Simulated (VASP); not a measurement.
Set up this calculation in VASP 6.6.1, as the native input.

- Task: single point
- Functional: PBE
- Potentials or basis: VASP PAW PBE potentials, release 64 (Rb_sv, Br)
- Cutoff: 520 eV
- k mesh: 7 × 7 × 7
- Occupations: gaussian, width 0.01 eV
- Spin: no spin polarisation
- Dipole correction: no
- Further INCAR settings: ALGO = Normal; EDIFF = 1e-06; NBANDS = 15

The structure of RbBr lies in POSCAR:

```
RbBr
1.0
    0.0000000000      3.4559500000      3.4559500000
    3.4559500000      0.0000000000      3.4559500000
    3.4559500000      3.4559500000      0.0000000000
Rb Br
1 1
Direct
    0.0000000000      0.0000000000      0.0000000000
    0.5000000000      0.5000000000      0.5000000000
```

One way to write it, as run:

INCAR

```
ALGO = Normal
EDIFF = 1E-6
ENCUT = 520
GGA = PE
ISIF = 2
ISMEAR = 0
LASPH = True
LCHARG = True
LELF = True
LREAL = False
LVHAR = True
LWAVE = False
NBANDS = 15
NELM = 100
PREC = Accurate
SIGMA = 0.01
```

KPOINTS

```
k-points
0
Gamma
  7 7 7
```

Potentials or basis: VASP PAW PBE potentials, release 64 (Rb_sv, Br).

Run with:

```console
$ cat potpaw_PBE.64/Rb_sv/POTCAR potpaw_PBE.64/Br/POTCAR > POTCAR
$ mpirun -np 1 vasp_std > vasp.out
```

Results of the run:

| Item | Value |
| --- | --- |
| Pressure | 0.6 GPa |
| Band gap on the k mesh | 4.30 eV, direct |

It took 18 s on 1 thread of Intel(R) Xeon(R) Platinum 8375C CPU @ 2.90GHz (Ice Lake), with other jobs on the host, peak memory 0.21 GiB.
